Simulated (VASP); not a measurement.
# CuF2 (P4/mmm) in VASP: single point with LDA

Aim: the single point of CuF2 with LDA.

Everything below comes from runs of VASP 6.6.1. Logs are shortened: lines on timing, memory, paths and dates and some standing lists are left out, and cuts for length are marked.

**1. The cell of the first run**

The structure is tetragonal, space group P4/mmm (No. 123). The conventional cell has a = 3.747 Å, b = 3.747 Å, c = 3.607 Å, α = 90.00°, β = 90.00°, γ = 90.00°. Within 2.5 Å of Cu (site symmetry 4/mmm) lie 4 F at 1.87 Å. Within 2.5 Å of F (site symmetry mmm) lie 2 Cu at 1.87 Å.

**2. Single point, LDA**

INCAR

```
ALGO = Normal
EDIFF = 1E-7
ENCUT = 520
GGA = CA
ISIF = 2
ISMEAR = 1
LASPH = True
LCHARG = False
LREAL = False
LWAVE = False
NBANDS = 20
NELM = 80
PREC = Accurate
SIGMA = 0.1
```

KPOINTS

```
k-points
0
Gamma
  6 6 7
```

POSCAR

```
CuF2
1.0
    3.7470110000      0.0000000000      0.0000000000
    0.0000000000      3.7470110000      0.0000000000
    0.0000000000      0.0000000000      3.6073050000
Cu F
1 2
Direct
    0.0000000000      0.0000000000      0.0000000000
    0.5000000000      0.0000000000      0.0000000000
    0.0000000000      0.5000000000      0.0000000000
```

Potentials or basis: VASP PAW LDA potentials, release 64 (Cu, F).

The run is started by

```
> cat potpaw_LDA.64/Cu/POTCAR potpaw_LDA.64/F/POTCAR > POTCAR
> mpirun -np 1 vasp_std > vasp.out
```

OUTCAR:

```text
EDIFF = 1E-7
   ENCUT = 520
   GGA = CA
   ISIF = 2
   ISMEAR = 1
   LASPH = True
   LREAL = False
   NELM = 80
   PREC = Accurate

 ion  position               nearest neighbor table
   1  0.000  0.000  0.000-   2 1.87   3 1.87   3 1.87   2 1.87
   2  0.500  0.000  0.000-   1 1.87   1 1.87
   3  0.000  0.500  0.000-   1 1.87   1 1.87

  LATTYP: Found a simple tetragonal cell.
 ALAT       =     3.7470110000
 C/A-ratio  =     0.9627153483

  Lattice vectors:

 A1 = (   3.7470110000,   0.0000000000,   0.0000000000)
 A2 = (   0.0000000000,   3.7470110000,   0.0000000000)
 A3 = (   0.0000000000,   0.0000000000,   3.6073050000)

Analysis of symmetry for initial positions (statically):
=====================================================================
 Subroutine PRICEL returns:
 Original cell was already a primitive cell.

 Routine SETGRP: Setting up the symmetry group for a
 simple tetragonal supercell.

 Subroutine GETGRP returns: Found 16 space group operations
 (whereof 16 operations were pure point group operations)
 out of a pool of 16 trial point group operations.

The static configuration has the point symmetry D_4h.

Analysis of symmetry for dynamics (positions and initial velocities):
=====================================================================
 Subroutine PRICEL returns:
 Original cell was already a primitive cell.

 Routine SETGRP: Setting up the symmetry group for a
 simple tetragonal supercell.

 Subroutine GETGRP returns: Found 16 space group operations
 (whereof 16 operations were pure point group operations)
 out of a pool of 16 trial point group operations.

The dynamic configuration has the point symmetry D_4h.

 Subroutine INISYM returns: Found 16 space group operations
 (whereof 16 operations are pure point group operations),
 and found     1 'primitive' translations

----------------------------------------------------------------------------------------

                                     Primitive cell

  volume of cell :      50.6469

  direct lattice vectors                    reciprocal lattice vectors
     3.747011000  0.000000000  0.000000000     0.266879387  0.000000000  0.000000000
     0.000000000  3.747011000  0.000000000     0.000000000  0.266879387  0.000000000
     0.000000000  0.000000000  3.607305000     0.000000000  0.000000000  0.277215262

  length of vectors
     3.747011000  3.747011000  3.607305000     0.266879387  0.266879387  0.277215262

  position of ions in fractional coordinates (direct lattice)
     0.000000000  0.000000000  0.000000000
     0.500000000  0.000000000  0.000000000
     0.000000000  0.500000000  0.000000000

  ion indices of the primitive-cell ions
   primitive index   ion index
                 1           1
                 2           2
                 3           3

----------------------------------------------------------------------------------------

 KPOINTS: k-points

Automatic generation of k-mesh.
 Grid dimensions read from file:
 generate k-points for:    6    6    7

 Generating k-lattice:

  Cartesian coordinates                     Fractional coordinates (reciprocal lattice)
     0.044479898  0.000000000  0.000000000     0.166666667  0.000000000  0.000000000
     0.000000000  0.044479898  0.000000000     0.000000000  0.166666667  0.000000000
     0.000000000  0.000000000  0.039602180     0.000000000  0.000000000  0.142857143

  Length of vectors
     0.044479898  0.044479898  0.039602180

  Shift w.r.t. Gamma in fractional coordinates (k-lattice)
     0.000000000  0.000000000  0.000000000

 Subroutine IBZKPT returns following result:
 ===========================================

 Found     40 irreducible k-points:

 Following reciprocal coordinates:
            Coordinates               Weight
  0.000000  0.000000  0.000000      1.000000
  0.166667  0.000000  0.000000      4.000000
  0.333333  0.000000  0.000000      4.000000
  0.500000  0.000000  0.000000      2.000000
  0.166667  0.166667  0.000000      4.000000
  0.333333  0.166667  0.000000      8.000000
[... 16 lines left out ...]
  0.333333  0.000000  0.285714      8.000000
  0.500000  0.000000  0.285714      4.000000
 [... further k-points ...]
   k-points           NKPTS =     40   k-points in BZ     NKDIM =     40   number of bands    NBANDS=     20
   number of dos      NEDOS =    301   number of ions     NIONS =      3
   total plane-waves  NPLWV =  21952
   dimension x,y,z NGX =    28 NGY =   28 NGZ =   28
   dimension x,y,z NGXF=    56 NGYF=   56 NGZF=   56
   ions per type =               1   2
   NGX,Y,Z   is equivalent  to a cutoff of  12.42, 12.42, 12.90 a.u.
   NGXF,Y,Z  is equivalent  to a cutoff of  24.85, 24.85, 25.81 a.u.
 SYSTEM =  unknown system
   PREC   = accura    normal or accurate (medium, high low for compatibility)
   ISTART =      0    job   : 0-new  1-cont  2-samecut
   ICHARG =      2    charge: 1-file 2-atom 10-const
   ISPIN  =      1    spin polarized calculation?
   LNONCOLLINEAR =      F non collinear calculations
   LSORBIT =      F    spin-orbit coupling
   LASPH  =      T    aspherical Exc in radial PAW
   ENCUT  =  520.0 eV  38.22 Ry    6.18 a.u.   6.97  6.97  6.71*2*pi/ulx,y,z
   NELM   =     80;   NELMIN=  2; NELMDL= -5     # of ELM steps
   EDIFF  = 0.1E-06   stopping-criterion for ELM
   LREAL  =      F    real-space projection
   EDIFFG = 0.1E-05   stopping-criterion for IOM
   NSW    =      0    number of steps for IOM
   IBRION =     -1    ionic relax: 0-MD 1-quasi-New 2-CG
   NFREE  =      0    steps in history (QN), initial steepest desc. (CG)
   ISIF   =      2    stress and relaxation
   ISYM   =      2    0-nonsym 1-usesym 2-fastsym
   POTIM  = 0.5000    time-step for ionic-motion
   TEBEG  =    0.0;   TEEND  =   0.0 temperature during run
   PSTRESS=    0.0 pullay stress
   NELECT =      25.0000    total number of electrons
   NUPDOWN=      -1.0000    fix difference up-down
   EMIN   =  10.00;   EMAX   =-10.00  energy-range for DOS
   EFERMI =   0.00;   METHOD = LEGACY
   ISMEAR =     1;   SIGMA  =   0.10  broadening in eV -4-tet -1-fermi 0-gaus
   EFERMI_NEDOS =   21; number of points for ismear=-14 and -15
   IALGO  =     38    algorithm
   IMIX   =      4    mixing-type and parameters
     AMIX     =   0.40;   BMIX     =  1.00
     AMIX_MAG =   1.60;   BMIX_MAG =  1.00
  volume/ion in A,a.u.               =      16.88       113.93
  Fermi-wavevector in a.u.,A,eV,Ry     =   1.293810  2.444947 22.775402  1.673945
  Thomas-Fermi vector in A             =   2.425432
   LORBIT       =      0    0 simple, 1 ext, 2 COOP (PROOUT), +10 PAW based schemes
   GGA     = CA    functional components
   LHFCALC =     F    Hartree Fock is set to
   AEXX    =    0.0000 exact exchange contribution
   IVDW    =     0    specifies the selected vdW correction
   LEPSILON=     F    determine dielectric tensor
   LRPA    =     F    only Hartree local field effects (RPA)
 non-spin polarized calculation
 Methfessel and Paxton  Order N= 1 SIGMA  =   0.10
  energy-cutoff  :      520.00
  volume of cell :       50.65
 maximum number of plane-waves:      1386
 NGX is ok and might be reduce to    28
   NGX = 13   NGY = 13   NGZ = 13

 number of electron      24.9999988 magnetization

 Free energy of the ion-electron system (eV)
  ---------------------------------------------------
  ext. energy  EPLUGINS =         0.00000000
  ---------------------------------------------------
  free energy    TOTEN  =       -13.18024409 eV

  energy without entropy =      -13.17613904  energy(sigma->0) =      -13.17887574

 E-fermi :  -1.8880     XC(G=0):  -8.6991

 val. band max:       -1.8968834967   @ k =   0.3333   0.1667   0.1429
 cond. band min:      -1.8642341497   @ k =   0.3333   0.1667   0.2857
 fundamental gap:      0.0326493470
 Fermi energy:        -1.8880295740

 k-point     1 :       0.0000    0.0000    0.0000
  band No.  band energies     occupation
      1     -23.8956      2.00000
      2     -23.1642      2.00000
      3      -6.9081      2.00000
      4      -6.9081      2.00000
      5      -5.0826      2.00000
      6      -4.2198      2.00000
[... 12 lines left out ...]
     19      12.7106      0.00000
     20      14.4329      0.00000

 k-point     2 :       0.1667    0.0000    0.0000
  band No.  band energies     occupation
      1     -23.8298      2.00000
      2     -23.1913      2.00000
      3      -7.3763      2.00000
      4      -6.8510      2.00000
      5      -5.1564      2.00000
      6      -4.7330      2.00000
[... 12 lines left out ...]
     19      13.0657      0.00000
     20      15.7846      0.00000

 k-point     3 :       0.3333    0.0000    0.0000
  band No.  band energies     occupation
      1     -23.6662      2.00000
      2     -23.2752      2.00000
      3      -8.1401      2.00000
      4      -6.7037      2.00000
      5      -5.3353      2.00000
      6      -5.3037      2.00000
[... 12 lines left out ...]
     19      13.7645      0.00000
     20      15.9060      0.00000

 k-point     4 :       0.5000    0.0000    0.0000
  band No.  band energies     occupation
      1     -23.5305      2.00000
      2     -23.3707      2.00000
      3      -8.4676      2.00000
      4      -6.5980      2.00000
      5      -5.5578      2.00000
      6      -5.4277      2.00000
[... 12 lines left out ...]
     19      13.8973      0.00000
     20      15.4481      0.00000

 k-point     5 :       0.1667    0.1667    0.0000
  band No.  band energies     occupation
      1     -23.7675      2.00000
      2     -23.2121      2.00000
      3      -7.4506      2.00000
      4      -7.2419      2.00000
      5      -5.3198      2.00000
      6      -5.1938      2.00000
[... 12 lines left out ...]
     19      13.5899      0.00000
     20      16.1787      0.00000
[... 353 lines left out ...]
      6      -4.3603      2.00000
[... 12 lines left out ...]
     19      14.4177      0.00000
     20      15.4845      0.00000

 k-point    22 :       0.1667    0.0000    0.2857
  band No.  band energies     occupation
      1     -23.8111      2.00000
      2     -23.1808      2.00000
      3      -7.3440      2.00000
      4      -6.8170      2.00000
      5      -5.5705      2.00000
      6      -4.7195      2.00000
[... 12 lines left out ...]
     19      14.0180      0.00000
     20      16.3901      0.00000

 k-point    23 :       0.3333    0.0000    0.2857
  band No.  band energies     occupation
      1     -23.6492      2.00000
      2     -23.2631      2.00000
      3      -8.1086      2.00000
      4      -6.6736      2.00000
      5      -5.6234      2.00000
      6      -5.2859      2.00000
[... 12 lines left out ...]
     19      13.7386      0.00000
     20      15.8900      0.00000

 k-point    24 :       0.5000    0.0000    0.2857
  band No.  band energies     occupation
      1     -23.5158      2.00000
      2     -23.3564      2.00000
      3      -8.4357      2.00000
      4      -6.5707      2.00000
      5      -5.6608      2.00000
      6      -5.5372      2.00000
[... 12 lines left out ...]
     19      14.7467      0.00000
     20      15.1227      0.00000

 [... further k-points ...]

------------------------ aborting loop because EDIFF is reached ----------------------------------------

  FORCE on cell =-STRESS in cart. coord.  units (eV):
  Direction    XX          YY          ZZ          XY          YZ          ZX
  --------------------------------------------------------------------------------------
  -------------------------------------------------------------------------------------
  Total       -2.8705640     -2.8705640     -0.3712369      0.0000000      0.0000000      0.0000000
  in kB      -90.8081892    -90.8081892    -11.7438072      0.0000000      0.0000000      0.0000000
  external PRESSURE =     -64.4533952 kB  Pullay stress =       0.0000000 kB

 VOLUME and BASIS-vectors are now :
 -----------------------------------------------------------------------------
  energy-cutoff  :      520.00
  volume of cell :       50.65
      direct lattice vectors                 reciprocal lattice vectors
     3.747011000  0.000000000  0.000000000     0.266879387  0.000000000  0.000000000
     0.000000000  3.747011000  0.000000000     0.000000000  0.266879387  0.000000000
     0.000000000  0.000000000  3.607305000     0.000000000  0.000000000  0.277215262

 POSITION                                       TOTAL-FORCE (eV/Angst)
 -----------------------------------------------------------------------------------
      0.00000      0.00000      0.00000         0.000000      0.000000      0.000000
      1.87351      0.00000      0.00000         0.000000      0.000000      0.000000
      0.00000      1.87351      0.00000         0.000000      0.000000      0.000000
 -----------------------------------------------------------------------------------
    total drift:                                0.000000      0.000000     -0.000000

  FREE ENERGIE OF THE ION-ELECTRON SYSTEM (eV)
  ---------------------------------------------------
  free  energy   TOTEN  =       -13.1802440892 eV

  energy  without entropy=      -13.1761390435  energy(sigma->0) =      -13.17887574
```

Wall time 94 s (1 thread of AMD EPYC 7R13 (Zen 3), shared host); peak memory 0.13 GiB.

Results:

| Property | Result |
| --- | --- |
| Free energy | -13.1802 eV |
| Pressure | -6.4 GPa |

Stress tensor (GPa, compression positive):
```
-9.08  0.00  0.00
 0.00 -9.08  0.00
 0.00  0.00 -1.17
```

Levels at points of the mesh, in eV from the Fermi level:
```tsv
k point	band 11	band 12	band 13	band 14	band 15	band 16
(0.00, 0.00, 0.00)	-1.61	-1.60	-1.60	3.11	10.60	13.01
(0.50, 0.00, 0.00)	-0.75	-0.52	-0.47	5.91	7.83	12.37
(0.50, 0.50, 0.00)	-0.52	-0.52	1.59	7.77	9.34	9.34
```

Caveat: an odd number of electrons without spin polarisation forces a metal; a magnetic or distorted state may lie lower; semilocal functionals often make such compounds metallic where correlation or magnetic order opens a gap, which also shifts bond lengths. With open d or f shells a metallic result of LDA can be an artefact of self-interaction; +U or a hybrid may open a gap.
